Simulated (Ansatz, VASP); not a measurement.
## One calculation of BeS, two programs

```xyz
2
Lattice="0.0000 2.3181 2.3181 2.3181 0.0000 2.3181 2.3181 2.3181 0.0000" Properties=species:S:1:pos:R:3 pbc="T T T"
Be    0.0000    0.0000    0.0000
S     3.4771    3.4771    3.4771
```

Alike in both runs: task single point; functional PBEsol; k mesh 10 × 10 × 10; occupations gaussian, width 0.05 eV; no spin polarisation.

|  | VASP | Ansatz |
| --- | --- | --- |
| version | VASP 6.6.1 | Ansatz 0.2.0 |
| potentials or method | VASP PAW PBE potentials, release 64 (Be, S), cutoff 520 eV | scalar-relativistic, plane waves, PAW |
| valence electrons in the cell | 8 | 8 |

VASP gave:

| Property | Result |
| --- | --- |
| gap on the k mesh at the Fermi level (eV) | 2.58 |
| least direct gap on the mesh (eV) | 5.51 |
| pressure (GPa) | 16.0 |

Q: What did Ansatz give for the same quantities?

A: gap on the k mesh at the Fermi level (eV): 2.58; least direct gap on the mesh (eV): 5.47; pressure (GPa): 15.8.

VASP's potentials were made for PBE, not for PBEsol.
